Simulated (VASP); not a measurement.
# H3C2N in VASP: a series of runs, part 2 of 3

VASP 6.6.1. The steps go on from the part before.

### 4 Single point, PBE

Contents of INCAR:

```
ALGO = Normal
EDIFF = 1E-7
ENCUT = 520
GGA = PE
ISIF = 2
ISMEAR = -1
LASPH = T
LCHARG = F
LREAL = Auto
LWAVE = F
NBANDS = 72
NELM = 60
PREC = Accurate
SIGMA = 0.05
```

Contents of KPOINTS:

```
k-points
0
Gamma
  1 1 1
```

Contents of POSCAR:

```
H3C2N
1.0
    8.0517480000      0.0000000000      0.0000000000
    0.0000000000      8.0517480000      0.0000000000
    0.0000000000      0.0000000000      8.0517480000
C N H
12 6 18
Direct
    0.7029777882      0.2340609766      0.9021270909
    0.8286275229      0.2961468739      0.7897912354
    0.5339089102      0.3787127963      0.3516627694
    0.5203590574      0.2376750986      0.4524980166
    0.1375601919      0.8621730337      0.4448475039
    0.0472443996      0.9079394934      0.5908282276
    0.0834601381      0.5989631071      0.9760489275
    0.2548763324      0.5378956222      0.9728819133
    0.2700034825      0.0530319627     -0.1087465728
    0.1944174110      0.1222964256      0.0415437741
    0.6551124054      0.7163165067      0.6146491420
    0.7474898618      0.6953521148      0.4595648051
    0.9299595566      0.3555625437      0.7060081860
    0.5101252548      0.1117024527      0.5268421217
   -0.0332350193      0.9445899201      0.7032510208
    0.3938647856      0.5093924946      0.9607975808
    0.1363927435      0.2010246719      0.1517807065
    0.8074768361      0.7036111910      0.3286367134
    0.6062534496      0.3346354108      0.9039031028
    0.6402460683      0.1383550504      0.8300061055
    0.7392059463      0.1725463837      1.0207721354
    0.6654331457      0.4153756427      0.3367219143
    0.4654268862      0.3668023391      0.2324712597
    0.4791630339      0.4849257577      0.4152390264
    0.1333002474      0.9631573169      0.3425218971
    0.2719036910      0.8400287739      0.4662093250
    0.0878442793      0.7599592039      0.3819667481
    0.0006955012      0.5103612284      0.9195394590
    0.0271121252      0.6408546318      1.0971282261
    0.0700965803      0.7133730464      0.8991960503
    0.2647375452      0.1470612344     -0.2023908349
    0.4047816698      0.0135746921     -0.1149936635
    0.1920949339     -0.0596019647     -0.1467631625
    0.7245259042      0.7035242534      0.7275314627
    0.5944920283      0.8409229896      0.5866303814
    0.5798740845      0.6036453202      0.6195549091
```

Run with:

```sh
$ cat potpaw_PBE.64/C/POTCAR potpaw_PBE.64/N/POTCAR potpaw_PBE.64/H/POTCAR > POTCAR
$ mpirun -np 1 vasp_gam > vasp.out
```

Run time: 80 s. Hardware: 1 thread of Intel Xeon Platinum 8259CL at 2.50GHz (Skylake/Cascade Lake), shared host; peak memory 0.47 GiB.

The run converged. Its results:

| Item | Value |
| --- | --- |
| Free energy | -219.8484 eV |
| Pressure | 0.5 GPa |
| Largest force | 3.367 eV/Å |
| Band gap on the k mesh | 6.10 eV |

Forces on the atoms (eV/Å):
```
C   -0.938  0.075 -0.796
C    0.241 -0.286  1.004
C    0.182  1.442 -0.823
C   -0.286 -3.063  1.326
C    1.690  2.243 -1.220
C    0.494 -0.395 -1.601
C   -0.152  1.123  0.441
C   -2.999  1.487  0.363
C   -0.080 -1.863  0.322
C    0.336  1.283  1.004
C   -0.261  0.027 -1.824
C    0.214  0.561  0.878
N    0.217  0.192 -0.575
N    0.077  1.436 -0.629
N   -0.961  0.251  1.307
N    2.252 -0.724 -0.203
N    0.638 -1.423 -1.392
N    0.234 -0.329 -0.576
H    0.460 -0.442  0.882
H   -0.182 -0.511 -0.188
H    0.206  0.861 -0.453
H   -0.208 -0.282 -0.376
H    0.422 -0.093  0.244
H   -0.359  0.239  0.115
H   -0.060 -0.604  1.395
H   -0.367  0.127  0.255
H   -0.881 -1.687 -0.409
H   -0.236 -0.513 -0.136
H    0.784 -0.706 -0.319
H    0.396 -0.421 -0.005
H   -0.477  0.595 -0.841
H   -0.917  0.276  1.007
H    0.836  1.257  0.232
H    0.815  0.619  0.456
H   -0.077 -1.030  1.057
H   -1.054  0.278  0.078
```

Stress tensor (GPa, compression positive):
```
 1.27  1.38  0.58
 1.38 -0.01  0.75
 0.58  0.75  0.18
```

Levels at points of the mesh, in eV from the valence-band top:
```
           k point  band 45  band 46  band 47  band 48  band 49  band 50  band 51  band 52
(0.00, 0.00, 0.00)    -0.44    -0.37    -0.23     0.00     6.10     6.45     6.52     6.72
```

Caveat: the k points lie up to 0.78 Å⁻¹ apart.

### 5 Single point, PBE

Contents of INCAR:

```
ALGO = Normal
EDIFF = 1E-7
ENCUT = 520
GGA = PE
ISIF = 2
ISMEAR = -1
LASPH = True
LCHARG = False
LREAL = Auto
LWAVE = False
NBANDS = 72
NELM = 80
PREC = Accurate
SIGMA = 0.05
```

KPOINTS is that of step 4.

Contents of POSCAR:

```
H3C2N
1.0
    8.0517480000      0.0000000000      0.0000000000
    0.0000000000      8.0517480000      0.0000000000
    0.0000000000      0.0000000000      8.0517480000
C N H
12 6 18
Direct
    0.7517994850      0.2181513877      0.8818457806
    0.8565096672      0.3060577653      0.7615365011
    0.5445153028      0.3558606156      0.3243270902
    0.5169188107      0.2202378912      0.4561245583
    0.1535815577      0.8834106582      0.4371597323
    0.0452075748      0.9085107979      0.5717888836
    0.0789393806      0.5691434953      1.0016334341
    0.2451020573      0.5285560353      0.9783093063
    0.2690968470      0.0717980742     -0.0912472671
    0.1959947082      0.1652312020      0.0438662512
    0.6326700736      0.7376286491      0.6125874779
    0.7376907474      0.7474401832      0.4630671501
    0.9514704136      0.3724532859      0.6812806362
    0.5040272001      0.1269289600      0.5608223208
   -0.0348992542      0.9277736958      0.6933649687
    0.3748875399      0.4704071712      0.9660138395
    0.1370634054      0.2220139031      0.1608098018
    0.8224922091      0.7082188861      0.3538113711
    0.6662155845      0.2982706364      0.9496571428
    0.6838266672      0.1056913356      0.8395692463
    0.8420407593      0.1734281798      0.9712176784
    0.6538331801      0.3419754319      0.2414134173
    0.4411961229      0.3477381557      0.2337008063
    0.5549726594      0.4820443958      0.3754836838
    0.1538051116      0.9806069440      0.3539479874
    0.2780265850      0.8598132977      0.4827647363
    0.1177508288      0.7733848600      0.3534139419
    0.0069301722      0.4570436134      1.0318753145
    0.0513801475      0.6550751464      1.0980597008
    0.0194491929      0.6379856896      0.9023506449
    0.3132487505      0.1379948801     -0.2113702515
    0.3901885653      0.0299189691     -0.0507715840
    0.2028379428     -0.0356195947     -0.1163101478
    0.7146771111      0.6628125967      0.6988544599
    0.6142641325      0.8670663811      0.6522310435
    0.5253641818      0.6511256935      0.5958954503
```

Potentials or basis: VASP PAW PBE potentials, release 64 (C, N, H).

Run with:

```sh
$ cat potpaw_PBE.64/C/POTCAR potpaw_PBE.64/N/POTCAR potpaw_PBE.64/H/POTCAR > POTCAR
$ mpirun -np 1 vasp_gam > vasp.out
```

OUTCAR:

```text
EDIFF = 1E-7
   ENCUT = 520
   GGA = PE
   ISIF = 2
   ISMEAR = -1
   LASPH = True
   LREAL = Auto
   NELM = 80
   PREC = Accurate

 ion  position               nearest neighbor table
   1  0.752  0.218  0.882-  21 1.08  19 1.09  20 1.11   2 1.47
   2  0.857  0.306  0.762-  13 1.13   1 1.47
   3  0.545  0.356  0.324-  24 1.10  23 1.11  22 1.11   4 1.54
   4  0.517  0.220  0.456-  14 1.13   3 1.54
   5  0.154  0.883  0.437-  25 1.03  26 1.08  27 1.15   6 1.41
   6  0.045  0.909  0.572-  15 1.18   5 1.41
   7  0.079  0.569  0.002-  29 1.06  30 1.08  28 1.10   8 1.39
[... 334 lines left out ...]
  Total        9.0379008      4.6841945      6.3278589     -1.4024675      0.3287847      0.3455156
  in kB       27.7400749     14.3772222     19.4221295     -4.3046005      1.0091404      1.0604928
  external PRESSURE =      20.5131422 kB  Pullay stress =       0.0000000 kB

 VOLUME and BASIS-vectors are now :
 -----------------------------------------------------------------------------
  energy-cutoff  :      520.00
  volume of cell :      522.00
      direct lattice vectors                 reciprocal lattice vectors
     8.051748000  0.000000000  0.000000000     0.124196634  0.000000000  0.000000000
     0.000000000  8.051748000  0.000000000     0.000000000  0.124196634  0.000000000
     0.000000000  0.000000000  8.051748000     0.000000000  0.000000000  0.124196634

 POSITION                                       TOTAL-FORCE (eV/Angst)
 -----------------------------------------------------------------------------------
      6.05330      1.75650      7.10040         0.276780     -0.340144      0.006251
      6.89640      2.46430      6.13170        -3.229561     -2.275003      2.357176
      4.38430      2.86530      2.61140        -0.579564     -1.375038      0.107291
      4.16210      1.77330      3.67260         1.431161      4.597153     -4.394779
      1.23660      7.11300      3.51990         0.242955     -3.111363     -0.802598
      0.36400      7.31510      4.60390        -1.606184      0.257203      2.540270
[... 28 lines left out ...]
      4.94590      6.98140      5.25160        -0.615616     -0.479559      0.411784
      4.23010      5.24270      4.79800         0.060382      0.994999     -0.167427
 -----------------------------------------------------------------------------------
    total drift:                                0.004869      0.007065     -0.011018

  FREE ENERGIE OF THE ION-ELECTRON SYSTEM (eV)
  ---------------------------------------------------
  free  energy   TOTEN  =      -219.4690326745 eV

  energy  without entropy=     -219.4690326744  energy(sigma->0) =     -219.46903267
```

stdout:

```text
POSCAR found type information on POSCAR C N H
 POSCAR found :  3 types and      36 ions
 scaLAPACK will be used
 LDA part: xc-table for (Slater+PW92), standard interpolation
 POSCAR, INCAR and KPOINTS ok, starting setup
 FFT: planning ... GRIDC
 FFT: planning ... GRID_SOFT
 FFT: planning ... GRID
 WAVECAR not read
 entering main loop
```

Run time: 80 s. Hardware: 1 thread of Intel Xeon Platinum 8259CL at 2.50GHz (Skylake/Cascade Lake), shared host; peak memory 0.47 GiB.

Results:

```
Free energy            : -219.4690 eV
Pressure               : 2.1 GPa
Largest force          : 6.519 eV/Å
Band gap on the k mesh : 6.13 eV
```

Forces on the atoms (eV/Å):
```
C    0.277 -0.340  0.006
C   -3.230 -2.275  2.357
C   -0.580 -1.375  0.107
C    1.431  4.597 -4.395
C    0.243 -3.111 -0.803
C   -1.606  0.257  2.540
C   -2.221  0.430 -0.064
C   -0.258  0.124 -0.015
C    2.241  2.241 -0.817
C    0.816 -1.240 -2.013
C    1.420 -0.646 -0.042
C   -1.221 -1.235  0.973
N    2.452  1.924 -2.363
N   -0.595 -2.669  2.750
N    0.956 -0.256 -1.520
N    2.115 -0.343 -0.385
N   -0.944  0.735  1.681
N    0.539  0.251 -1.279
H   -0.196  0.373 -0.244
H    0.371  0.662 -0.401
H    0.253 -0.311  0.573
H    0.050 -0.504  0.826
H   -0.048  0.261  0.510
H   -0.250 -0.341  0.224
H    0.102  2.345 -1.382
H    0.504  0.059  0.140
H    0.042  0.772  1.234
H    0.127  0.087 -0.153
H    0.316  0.613  1.496
H    0.062 -0.251 -0.993
H   -1.286 -0.316  1.364
H    0.622 -0.301  0.621
H   -1.463 -1.611 -0.650
H   -0.485  0.879 -0.130
H   -0.616 -0.480  0.412
H    0.060  0.995 -0.167
```

Stress tensor (GPa, compression positive):
```
 2.77 -0.43  0.11
-0.43  1.44  0.10
 0.11  0.10  1.94
```

Levels at points of the mesh, in eV from the valence-band top:
| k point | band 45 | band 46 | band 47 | band 48 | band 49 | band 50 | band 51 | band 52 |
| --- | --- | --- | --- | --- | --- | --- | --- | --- |
| (0.00, 0.00, 0.00) | -0.23 | -0.23 | -0.14 | 0.00 | 6.13 | 6.69 | 6.77 | 6.87 |

Caveat: the k points lie up to 0.78 Å⁻¹ apart.

[end of part 2 of 3]
